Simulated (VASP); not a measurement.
Crystal: BN (kk07).

```
B N
1.0
     0.00000    1.81300    1.81300
     1.81300    0.00000    1.81300
     1.81300    1.81300    0.00000
B N
1 1
Direct
  0.00000 0.00000 0.00000
  0.25000 0.25000 0.25000
```

Base run:

- Program: VASP 6.6.1
- Functional: LDA
- Potentials or basis: VASP PAW LDA potentials, release 64 (B, N)
- Cutoff: 520 eV
- k mesh: 8 × 8 × 8
- Occupations: gaussian, width 0.1 eV
- Spin: no spin polarisation

Its results: band gap on the k mesh 4.33 eV, indirect (least direct gap 8.64 eV); pressure -13.3 GPa.

Question: The run is repeated on the same cell with these changes: potentials or basis from VASP PAW LDA potentials, release 64 (B, N) to VASP PAW LDA potentials, release 64 (B_h, N_h); cutoff from 520 eV to 910 eV. What comes out?

Answer: Band gap on the k mesh 4.34 eV, indirect (least direct gap 8.64 eV); pressure -13.8 GPa.

Caveats: the cutoff is under 1.25 times the usual one of these potentials, so pressure, stress and relaxed cells hold a basis-set (Pulay) error (some runs).

A k mesh can miss the band edges.
